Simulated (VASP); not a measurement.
# Al12O in VASP: relaxation of the atoms with PBE

Aim: the relaxation of the atoms of Al12O with PBE.

Everything below comes from runs of VASP 6.6.1. Logs are shortened: lines on timing, memory, paths and dates and some standing lists are left out, and cuts for length are marked.

### 1 The cell of the first run

The cell holds a slab with vacuum, 13 atoms: a = 5.714 Å, b = 5.714 Å, c = 20.102 Å, α = 90.00°, β = 90.00°, γ = 120.00°.

### 2 Relaxation of the atoms, PBE

The input, INCAR:

```
SYSTEM = Al12O
ALGO = Normal
DIPOL = 0.5 0.5 0.328
EDIFF = 1E-6
EDIFFG = -0.025
ENCUT = 520
GGA = PE
IBRION = 2
IDIPOL = 3
ISIF = 2
ISMEAR = 0
KPAR = 4
LASPH = .True.
LCHARG = .False.
LDIPOL = .True.
LREAL = .False.
LWAVE = .False.
NELM = 80
NSW = 36
PREC = Accurate
SIGMA = 0.1
```

The input, KPOINTS:

```
k-points
0
Gamma
  6 6 1
  0 0 0
```

The input, POSCAR:

```
Al12O
1.0
    5.7143028096      0.0000000000      0.0000000000
   -2.8571514048      4.9487313980      0.0000000000
    0.0000000000      0.0000000000     20.1016424764
Al O
12 1
Selective dynamics
Direct
    0.3333333333      0.1666666667      0.1989887147  F F F
    0.3333333333      0.6666666667      0.1989887147  F F F
    0.8333333333      0.1666666667      0.1989887147  F F F
    0.8333333333      0.6666666667      0.1989887147  F F F
    0.1666666667      0.3333333333      0.3134533099  F F F
    0.1666666667      0.8333333333      0.3134533099  F F F
    0.6666666667      0.3333333333      0.3134533099  F F F
    0.6666666667      0.8333333333      0.3134533099  F F F
    0.0000000000      0.0000000000      0.4279074452  F F F
    0.0000000000      0.5000000000      0.4279074452  F F F
    0.5000000000      0.0000000000      0.4279074452  F F F
    0.5000000000      0.5000000000      0.4279074452  F F F
    0.1666666667      0.0833333333      0.4990262341  F F T
```

Potentials or basis: VASP PAW PBE potentials, release 64 (Al, O).

Started as:

```console
$ cat potpaw_PBE.64/Al/POTCAR potpaw_PBE.64/O/POTCAR > POTCAR
$ mpirun -np 4 vasp_std > vasp.out
```

OUTCAR:

```text
SYSTEM = Al12O
   EDIFF = 1E-6
   EDIFFG = -0.025
   ENCUT = 520
   GGA = PE
   IBRION = 2
   ISIF = 2
   ISMEAR = 0
   LASPH = .True.
   LREAL = .False.
   NELM = 80
   NSW = 36
   PREC = Accurate

 ion  position               nearest neighbor table
   1  0.333  0.167  0.199-   5 2.83   6 2.83   7 2.83   4 2.86   2 2.86   2 2.86   4 2.86   3 2.86
                             3 2.86
   2  0.333  0.667  0.199-   6 2.83   5 2.83   8 2.83   3 2.86   1 2.86   1 2.86   3 2.86   4 2.86
                             4 2.86
   3  0.833  0.167  0.199-   7 2.83   8 2.83   5 2.83   4 2.86   2 2.86   4 2.86   2 2.86   1 2.86
                             1 2.86
   4  0.833  0.667  0.199-   8 2.83   7 2.83   6 2.83   3 2.86   1 2.86   3 2.86   1 2.86   2 2.86
                             2 2.86
   5  0.167  0.333  0.313-   9 2.83  12 2.83  10 2.83   1 2.83   2 2.83   3 2.83   8 2.86   6 2.86
                             6 2.86   8 2.86   7 2.86   7 2.86
   6  0.167  0.833  0.313-  10 2.83  11 2.83   9 2.83   2 2.83   1 2.83   4 2.83   7 2.86   5 2.86
                             5 2.86   7 2.86   8 2.86   8 2.86
   7  0.667  0.333  0.313-  11 2.83  10 2.83  12 2.83   3 2.83   4 2.83   1 2.83   8 2.86   6 2.86
                             8 2.86   6 2.86   5 2.86   5 2.86
   8  0.667  0.833  0.313-  12 2.83   9 2.83  11 2.83   4 2.83   3 2.83   2 2.83   7 2.86   5 2.86
                             7 2.86   5 2.86   6 2.86   6 2.86
   9  0.000  0.000  0.428-  13 1.65   5 2.83   8 2.83   6 2.83  12 2.86  10 2.86  10 2.86  12 2.86
                            11 2.86  11 2.86
  10  0.000  0.500  0.428-   6 2.83   7 2.83   5 2.83   9 2.86  11 2.86   9 2.86  11 2.86  12 2.86
                            12 2.86
  11  0.500  0.000  0.428-  13 2.61   7 2.83   6 2.83   8 2.83  12 2.86  10 2.86  12 2.86  10 2.86
                             9 2.86   9 2.86
  12  0.500  0.500  0.428-  13 2.61   8 2.83   5 2.83   7 2.83  11 2.86   9 2.86  11 2.86   9 2.86
                            10 2.86  10 2.86
  13  0.167  0.083  0.499-   9 1.65  11 2.61  12 2.61

  LATTYP: Found a hexagonal cell.
 ALAT       =     5.7143028096
 C/A-ratio  =     3.5177769093

  Lattice vectors:

 A1 = (   5.7143028096,   0.0000000000,   0.0000000000)
 A2 = (  -2.8571514048,   4.9487313980,   0.0000000000)
 A3 = (   0.0000000000,   0.0000000000,  20.1016424764)

Analysis of symmetry for initial positions (statically):
=====================================================================
 Subroutine PRICEL returns:
 Original cell was already a primitive cell.

 Routine SETGRP: Setting up the symmetry group for a
 hexagonal supercell.

 Subroutine GETGRP returns: Found  2 space group operations
 (whereof  2 operations were pure point group operations)
 out of a pool of 24 trial point group operations.

The static configuration has the point symmetry C_1h.

Analysis of symmetry for dynamics (positions and initial velocities):
=====================================================================
 Subroutine PRICEL returns:
 Original cell was already a primitive cell.

 Routine SETGRP: Setting up the symmetry group for a
 hexagonal supercell.

 Subroutine GETGRP returns: Found  2 space group operations
 (whereof  2 operations were pure point group operations)
 out of a pool of 24 trial point group operations.

The dynamic configuration has the point symmetry C_1h.

Analysis of constrained symmetry for selective dynamics:
=====================================================================
 Subroutine PRICEL returns:
 Original cell was already a primitive cell.

 Routine SETGRP: Setting up the symmetry group for a
 hexagonal supercell.

 Subroutine GETGRP returns: Found  2 space group operations
 (whereof  2 operations were pure point group operations)
 out of a pool of 24 trial point group operations.

The constrained configuration has the point symmetry C_1h.

 Subroutine INISYM returns: Found  2 space group operations
 (whereof  2 operations are pure point group operations),
 and found     1 'primitive' translations

----------------------------------------------------------------------------------------

                                     Primitive cell

  volume of cell :     568.4453

  direct lattice vectors                    reciprocal lattice vectors
     5.714302810  0.000000000  0.000000000     0.174999476  0.101035995  0.000000000
    -2.857151405  4.948731398  0.000000000     0.000000000  0.202071990  0.000000000
     0.000000000  0.000000000 20.101642476     0.000000000  0.000000000  0.049747179

  length of vectors
     5.714302810  5.714302810 20.101642476     0.202071990  0.202071990  0.049747179

  position of ions in fractional coordinates (direct lattice)
     0.333333333  0.166666667  0.198988715
     0.333333333  0.666666667  0.198988715
     0.833333333  0.166666667  0.198988715
     0.833333333  0.666666667  0.198988715
     0.166666667  0.333333333  0.313453310
     0.166666667  0.833333333  0.313453310
     0.666666667  0.333333333  0.313453310
     0.666666667  0.833333333  0.313453310
     0.000000000  0.000000000  0.427907445
     0.000000000  0.500000000  0.427907445
     0.500000000  0.000000000  0.427907445
     0.500000000  0.500000000  0.427907445
     0.166666667  0.083333333  0.499026234

  ion indices of the primitive-cell ions
   primitive index   ion index
                 1           1
                 2           2
                 3           3
                 4           4
                 5           5
                 6           6
                 7           7
                 8           8
                 9           9
                10          10
                11          11
                12          12
                13          13

----------------------------------------------------------------------------------------

 KPOINTS: k-points

Automatic generation of k-mesh.
 Grid dimensions read from file:
 generate k-points for:    6    6    1

 Generating k-lattice:

  Cartesian coordinates                     Fractional coordinates (reciprocal lattice)
     0.029166579  0.016839332  0.000000000     0.166666667  0.000000000  0.000000000
     0.000000000  0.033678665  0.000000000     0.000000000  0.166666667  0.000000000
     0.000000000  0.000000000  0.049747179     0.000000000  0.000000000  1.000000000

  Length of vectors
     0.033678665  0.033678665  0.049747179

  Shift w.r.t. Gamma in fractional coordinates (k-lattice)
     0.000000000  0.000000000  0.000000000

 Subroutine IBZKPT returns following result:
 ===========================================

 Found     13 irreducible k-points:

 Following reciprocal coordinates:
            Coordinates               Weight
  0.000000  0.000000  0.000000      1.000000
  0.166667  0.000000  0.000000      2.000000
  0.000000  0.166667  0.000000      4.000000
  0.333333  0.000000  0.000000      2.000000
  0.000000  0.333333  0.000000      4.000000
  0.500000  0.000000  0.000000      1.000000
  0.000000  0.500000  0.000000      2.000000
  0.166667  0.166667  0.000000      4.000000
 -0.166667  0.333333  0.000000      2.000000
  0.333333  0.166667  0.000000      4.000000
 -0.166667  0.500000  0.000000      4.000000
  0.500000  0.333333  0.000000      4.000000
  0.333333  0.333333  0.000000      2.000000
   k-points           NKPTS =     13   k-points in BZ     NKDIM =     13   number of bands    NBANDS=     28
   number of dos      NEDOS =    301   number of ions     NIONS =     13
   total plane-waves  NPLWV = 264600
   dimension x,y,z NGX =    42 NGY =   42 NGZ =  150
   dimension x,y,z NGXF=    84 NGYF=   84 NGZF=  300
   ions per type =              12   1
   NGX,Y,Z   is equivalent  to a cutoff of  12.22, 12.22, 12.41 a.u.
   NGXF,Y,Z  is equivalent  to a cutoff of  24.44, 24.44, 24.81 a.u.
 SYSTEM =  Al12O
   PREC   = accura    normal or accurate (medium, high low for compatibility)
   ISTART =      0    job   : 0-new  1-cont  2-samecut
   ICHARG =      2    charge: 1-file 2-atom 10-const
   ISPIN  =      1    spin polarized calculation?
   LNONCOLLINEAR =      F non collinear calculations
   LSORBIT =      F    spin-orbit coupling
   LASPH  =      T    aspherical Exc in radial PAW
   ENCUT  =  520.0 eV  38.22 Ry    6.18 a.u.  10.62 10.62 37.38*2*pi/ulx,y,z
   NELM   =     80;   NELMIN=  2; NELMDL= -5     # of ELM steps
   EDIFF  = 0.1E-05   stopping-criterion for ELM
   LREAL  =      F    real-space projection
   EDIFFG = -.3E-01   stopping-criterion for IOM
   NSW    =     36    number of steps for IOM
   IBRION =      2    ionic relax: 0-MD 1-quasi-New 2-CG
   NFREE  =      1    steps in history (QN), initial steepest desc. (CG)
   ISIF   =      2    stress and relaxation
   ISYM   =      2    0-nonsym 1-usesym 2-fastsym
   POTIM  = 0.5000    time-step for ionic-motion
   TEBEG  =    0.0;   TEEND  =   0.0 temperature during run
   PSTRESS=    0.0 pullay stress
   NELECT =      42.0000    total number of electrons
   NUPDOWN=      -1.0000    fix difference up-down
   EMIN   =  10.00;   EMAX   =-10.00  energy-range for DOS
   EFERMI =   0.00;   METHOD = LEGACY
   ISMEAR =     0;   SIGMA  =   0.10  broadening in eV -4-tet -1-fermi 0-gaus
   EFERMI_NEDOS =   21; number of points for ismear=-14 and -15
   IALGO  =     38    algorithm
   IMIX   =      4    mixing-type and parameters
     AMIX     =   0.40;   BMIX     =  1.00
     AMIX_MAG =   1.60;   BMIX_MAG =  1.00
  volume/ion in A,a.u.               =      43.73       295.08
  Fermi-wavevector in a.u.,A,eV,Ry     =   0.686955  1.298157  6.420689  0.471907
  Thomas-Fermi vector in A             =   1.767332
   LORBIT       =      0    0 simple, 1 ext, 2 COOP (PROOUT), +10 PAW based schemes
   GGA     = PE    functional components
   LHFCALC =     F    Hartree Fock is set to
   AEXX    =    0.0000 exact exchange contribution
   IVDW    =     0    specifies the selected vdW correction
   LEPSILON=     F    determine dielectric tensor
   LRPA    =     F    only Hartree local field effects (RPA)
 conjugate gradient relaxation of ions
 non-spin polarized calculation
 Gauss-broadening in eV      SIGMA  =   0.10
  energy-cutoff  :      520.00
  volume of cell :      568.45
 maximum number of plane-waves:     15351
   NGX = 21   NGY = 21   NGZ = 75

 dipolmoment           0.000000      0.000000     -0.140334 electrons x Angstroem

--------------------------------------- Ionic step        1  -------------------------------------------

 number of electron      42.0000007 magnetization

 Free energy of the ion-electron system (eV)
  ---------------------------------------------------
  ext. energy  EPLUGINS =         0.00000000
  ---------------------------------------------------
  free energy    TOTEN  =       -49.23550843 eV

  energy without entropy =      -49.21372504  energy(sigma->0) =      -49.22461674

------------------------ aborting loop because EDIFF is reached ----------------------------------------

  FORCE on cell =-STRESS in cart. coord.  units (eV):
  Direction    XX          YY          ZZ          XY          YZ          ZX
  --------------------------------------------------------------------------------------
  -------------------------------------------------------------------------------------
  Total       -3.5800146     -3.2708463      1.9455386     -0.2677476      1.9174869      3.3211845
  in kB      -10.0903609     -9.2189624      5.4835494     -0.7546533      5.4044849      9.3608419
  external PRESSURE =      -4.6085913 kB  Pullay stress =       0.0000000 kB
[... 81 lines left out ...]
--------------------------------------- Ionic step        3  -------------------------------------------

 number of electron      42.0000004 magnetization

 dipolmoment           0.000000      0.000000      0.260286 electrons x Angstroem

 Free energy of the ion-electron system (eV)
  ---------------------------------------------------
  ext. energy  EPLUGINS =         0.00000000
  ---------------------------------------------------
  free energy    TOTEN  =       -49.24146574 eV

  energy without entropy =      -49.21989954  energy(sigma->0) =      -49.23068264

 E-fermi :  -0.1818     XC(G=0):  -4.5272

 val. band max:       -0.3304328264   @ k =   0.0000   0.5000   0.0000
 cond. band min:      -0.1700640126   @ k =   0.0000   0.3333   0.0000
 fundamental gap:      0.1603688137
 Fermi energy:        -0.1818081223

 k-point     1 :       0.0000    0.0000    0.0000
  band No.  band energies     occupation
      1     -17.6085      2.00000
      2     -10.7650      2.00000
      3      -8.9526      2.00000
      4      -6.1572      2.00000
      5      -5.0358      2.00000
      6      -5.0015      2.00000
[... 392 lines left out ...]
     27       2.2663      0.00000
     28       2.5128      0.00000

------------------------ aborting loop because EDIFF is reached ----------------------------------------

 vacuum level on the upper side and lower side of the slab       (xc-potential included)         0.797        -0.824

  FORCE on cell =-STRESS in cart. coord.  units (eV):
  Direction    XX          YY          ZZ          XY          YZ          ZX
  --------------------------------------------------------------------------------------
  -------------------------------------------------------------------------------------
  Total       -3.7833683     -3.3794020      1.1782892     -0.3498451      1.7072186      2.9569892
  in kB      -10.6635183     -9.5249292      3.3210376     -0.9860471      4.8118385      8.3343483
  external PRESSURE =      -5.6224700 kB  Pullay stress =       0.0000000 kB
[... 28 lines left out ...]
  FREE ENERGIE OF THE ION-ELECTRON SYSTEM (eV)
  ---------------------------------------------------
  free  energy   TOTEN  =       -49.2414657363 eV

  energy  without entropy=      -49.2198995355  energy(sigma->0) =      -49.23068264

 reached required accuracy - stopping structural energy minimisation

 vacuum level on the upper side and lower side of the slab         5.435         3.771
```

Wall time 6.6 min (4 MPI ranks of Intel Xeon Platinum 8375C at 2.90GHz (Ice Lake), shared host); peak memory 0.72 GiB.

What came out:

| Item | Value |
| --- | --- |
| Free energy | -49.2415 eV |
| Energy gained by relaxing | 0.5 meV/atom |
| Ionic steps | 3 |
| Band gap on the k mesh | zero (bands 21 and 22 overlap by 0.71 eV) |

Step by step:
```tsv
step	energy change (eV)	largest force on free atoms (eV/Å)	pressure (GPa)
1	0.0000	0.5489	-0.46
2	-0.0057	0.1032	-0.58
3	-0.0060	0.0036	-0.56
```

Final structure:
```
Al O
1.0
     5.71430    0.00000    0.00000
    -2.85715    4.94873    0.00000
     0.00000    0.00000   20.10164
Al O
12 1
Direct
  0.33333 0.16667 0.19899
  0.33333 0.66667 0.19899
  0.83333 0.16667 0.19899
  0.83333 0.66667 0.19899
  0.16667 0.33333 0.31345
  0.16667 0.83333 0.31345
  0.66667 0.33333 0.31345
  0.66667 0.83333 0.31345
  0.00000 0.00000 0.42791
  0.00000 0.50000 0.42791
  0.50000 0.00000 0.42791
  0.50000 0.50000 0.42791
  0.16667 0.08333 0.50012
```

Levels at points of the mesh, in eV from the Fermi level:
| k point | band 17 | band 18 | band 19 | band 20 | band 21 | band 22 | band 23 | band 24 | band 25 | band 26 |
| --- | --- | --- | --- | --- | --- | --- | --- | --- | --- | --- |
| (0.00, 0.00, 0.00) | -2.76 | -2.25 | -2.09 | -1.64 | -0.36 | -0.26 | -0.18 | 0.44 | 0.60 | 0.66 |
| (0.50, 0.00, 0.00) | -1.01 | -0.93 | -0.52 | -0.46 | -0.25 | 0.13 | 0.94 | 1.26 | 1.60 | 1.68 |
| (0.00, 0.50, 0.00) | -1.02 | -0.80 | -0.52 | -0.36 | -0.15 | 0.06 | 0.96 | 1.18 | 1.47 | 1.56 |
